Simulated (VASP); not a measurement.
# CoO (R-3m) in VASP: notebook, part 2 of 2

VASP 6.6.1. Earlier steps stand in the parts before.

**4. Single point, PBEsol, collinear spin, ferromagnetic start (9.49 Å³/atom)**

This run uses another cell than the first one, of 9.49 Å³/atom.

File INCAR:

```
PREC     = Accurate       # precision mode
ENCUT    = 520            # plane-wave cutoff, eV
EDIFF    = 1E-6           # SCF threshold, eV
ISMEAR   = 0              # smearing method
SIGMA    = 0.1            # smearing width, eV
LREAL    = False          # projectors in reciprocal space
LASPH    = True           # aspherical terms in the spheres
NELM     = 150            # most SCF steps
ALGO     = Normal         # electronic algorithm
ISIF     = 2              # what is computed and relaxed
LWAVE    = False          # write WAVECAR
LCHARG   = False          # write CHGCAR
ISPIN    = 2              # spin polarisation
MAGMOM   = 2.55 0.32      # initial moments
LORBIT   = 11             # projections on sites
LMAXMIX  = 4              # l up to which the mixer works
GGA      = PS             # functional
NBANDS   = 18             # bands
```

File KPOINTS:

```
regular mesh
0
Gamma
  18 18 18
```

File POSCAR:

```
CoO
1.0
    1.5425543247      0.8905941546      2.3037041188
   -1.5425543247      0.8905941546      2.3037041188
    0.0000000000     -1.7811883092      2.3037041188
Co O
1 1
Direct
    0.0000000000      0.0000000000      0.0000000000
    0.5000000000      0.5000000000      0.5000000000
```

Potentials or basis: VASP PAW PBE potentials, release 64 (Co, O).

Command:

```bash
$ cat potpaw_PBE.64/Co/POTCAR potpaw_PBE.64/O/POTCAR > POTCAR
$ mpirun -np 1 vasp_std > vasp.out
```

OUTCAR:

```text
PREC = Accurate
   ENCUT = 520
   EDIFF = 1E-6
   ISMEAR = 0
   LREAL = False
   LASPH = True
   NELM = 150
   ISIF = 2
   ISPIN = 2
   LORBIT = 11
   GGA = PS

 ion  position               nearest neighbor table
   1  0.000  0.000  0.000-   2 2.12   2 2.12   2 2.12   2 2.12   2 2.12   2 2.12
   2  0.500  0.500  0.500-   1 2.12   1 2.12   1 2.12   1 2.12   1 2.12   1 2.12

  LATTYP: Found a trigonal (rhomboedric) cell.
 ALAT       =     2.9119897767
 COS(alpha) =     0.4387824557

  Lattice vectors:

 A1 = (   1.5425543247,   0.8905941546,   2.3037041188)
 A2 = (  -1.5425543247,   0.8905941546,   2.3037041188)
 A3 = (   0.0000000000,  -1.7811883092,   2.3037041188)
[... 1222 lines left out ...]

 VOLUME and BASIS-vectors are now :
 -----------------------------------------------------------------------------
  energy-cutoff  :      520.00
  volume of cell :       18.99
      direct lattice vectors                 reciprocal lattice vectors
     1.542554325  0.890594155  2.303704119     0.324137693  0.187140984  0.144694508
    -1.542554325  0.890594155  2.303704119    -0.324137693  0.187140984  0.144694508
     0.000000000 -1.781188309  2.303704119     0.000000000 -0.374281969  0.144694508

 POSITION                                       TOTAL-FORCE (eV/Angst)
 -----------------------------------------------------------------------------------
      0.00000      0.00000      0.00000         0.000000     -0.000000      0.000000
      0.00000      0.00000      3.45556        -0.000000      0.000000     -0.000000
 -----------------------------------------------------------------------------------
    total drift:                               -0.000000      0.000000     -0.000000

  FREE ENERGIE OF THE ION-ELECTRON SYSTEM (eV)
  ---------------------------------------------------
  free  energy   TOTEN  =       -13.9798610396 eV

  energy  without entropy=      -13.9631500715  energy(sigma->0) =      -13.97150556

 total charge

# of ion       s       p       d       tot
------------------------------------------
    1        0.303   0.372   7.155   7.829
    2        1.551   3.403   0.000   4.954
--------------------------------------------------
tot          1.855   3.774   7.155  12.784

 magnetization (x)

# of ion       s       p       d       tot
------------------------------------------
    1        0.019   0.018   2.489   2.526
    2        0.029   0.276   0.000   0.306
--------------------------------------------------
tot          0.048   0.294   2.489   2.832
```

OSZICAR:

```text
N       E                     dE             d eps       ncg     rms          rms(c)
DAV:   1     0.758065595115E+02    0.75807E+02   -0.66192E+03 43586   0.962E+02
DAV:   2    -0.117172299758E+02   -0.87524E+02   -0.75386E+02 44074   0.221E+02
DAV:   3    -0.164578672911E+02   -0.47406E+01   -0.46164E+01 48492   0.549E+01
DAV:   4    -0.165059130504E+02   -0.48046E-01   -0.48000E-01 49674   0.526E+00
DAV:   5    -0.165069874768E+02   -0.10744E-02   -0.10743E-02 51110   0.781E-01    0.156E+01
DAV:   6    -0.154150746903E+02    0.10919E+01   -0.15966E+01 51894   0.623E+01    0.202E+01
DAV:   7    -0.140891071994E+02    0.13260E+01   -0.74246E+00 51594   0.481E+01    0.795E+00
DAV:   8    -0.140041474453E+02    0.84960E-01   -0.38351E-01 59500   0.869E+00    0.430E+00
DAV:   9    -0.139851939384E+02    0.18954E-01   -0.24243E-01 59414   0.840E+00    0.250E+00
DAV:  10    -0.139850870194E+02    0.10692E-03   -0.38654E-02 60972   0.314E+00    0.124E+00
DAV:  11    -0.139799497160E+02    0.51373E-02   -0.41973E-02 58224   0.339E+00    0.325E-01
DAV:  12    -0.139799167478E+02    0.32968E-04   -0.35231E-03 49420   0.579E-01    0.873E-02
DAV:  13    -0.139798938388E+02    0.22909E-04   -0.16336E-04 47720   0.102E-01    0.877E-02
DAV:  14    -0.139798635495E+02    0.30289E-04   -0.32468E-05 62646   0.705E-02    0.293E-02
DAV:  15    -0.139798607373E+02    0.28122E-05   -0.15165E-05 61090   0.608E-02    0.893E-03
DAV:  16    -0.139798610396E+02   -0.30235E-06   -0.35609E-06 37232   0.176E-02
   1 F= -.13979861E+02 E0= -.13971506E+02  d E =-.167110E-01  mag=     2.8834
```

stdout:

```text
POSCAR found type information on POSCAR CoO
 POSCAR found :  2 types and       2 ions
 scaLAPACK will be used
 -----------------------------------------------------------------------------
|                                                                             |
|                                                                             |
|     You enforced a specific xc type in the INCAR file but a different       |
|     I HOPE YOU KNOW WHAT YOU ARE DOING!                                     |
|                                                                             |
 -----------------------------------------------------------------------------

 LDA part: xc-table for (Slater+PW92), standard interpolation
 POSCAR, INCAR and KPOINTS ok, starting setup
 FFT: planning ... GRIDC
 FFT: planning ... GRID_SOFT
 FFT: planning ... GRID
 WAVECAR not read
 entering main loop
```

It took 7.7 min on 1 thread of Oxide Virtual Turin-like, shared host; peak memory 0.37 GiB.

Results:

```
Free energy                                           : -13.9799 eV
Pressure                                              : -9.5 GPa
Net moment                                            : 2.88 μB per cell
Site moments                                          : Co +2.53; O +0.31 μB
Valence electrons inside the program's atomic spheres : Co 7.83; O 4.95
```

Levels at points of the mesh, in eV from the Fermi level:
Spin up:
```
           k point  band 5  band 6  band 7  band 8  band 9  band 10  band 11  band 12  band 13  band 14
(0.00, 0.00, 0.00)   -3.38   -3.17   -3.17   -2.89   -2.88     0.97    16.56    17.32    17.32    19.90
(0.50, 0.00, 0.00)   -2.57   -2.35   -1.83    0.01    0.17     5.07     9.04    13.26    14.64    20.96
(0.50, 0.50, 0.00)   -4.05   -2.92   -2.40   -2.10   -2.08     5.83     9.68    11.71    15.09    16.61
(0.50, 0.50, 0.50)   -2.30   -2.30   -1.59    0.22    0.22     4.46    10.42    12.14    12.14    19.50
```
Spin down:
| k point | band 3 | band 4 | band 5 | band 6 | band 7 | band 8 | band 9 | band 10 |
| --- | --- | --- | --- | --- | --- | --- | --- | --- |
| (0.00, 0.00, 0.00) | -2.82 | -2.25 | -1.29 | -1.29 | -0.94 | -0.13 | -0.13 | 1.56 |
| (0.50, 0.00, 0.00) | -4.91 | -4.35 | -0.34 | -0.25 | 0.34 | 2.45 | 2.63 | 5.38 |
| (0.50, 0.50, 0.00) | -4.27 | -3.56 | -2.33 | 0.11 | 0.11 | 0.40 | 0.80 | 6.68 |
| (0.50, 0.50, 0.50) | -5.18 | -5.18 | 0.03 | 0.03 | 0.34 | 2.72 | 2.72 | 4.76 |

Caveat: the cell stands under tension; the PAW data sets were made with another functional, which shifts forces and pressure a little; a cell with one magnetic atom can't hold antiferromagnetic order, which such compounds often take; semilocal functionals often make such compounds metallic where correlation or magnetic order opens a gap, which also shifts bond lengths. With open d or f shells a metallic result of PBEsol can be an artefact of self-interaction; +U or a hybrid may open a gap.
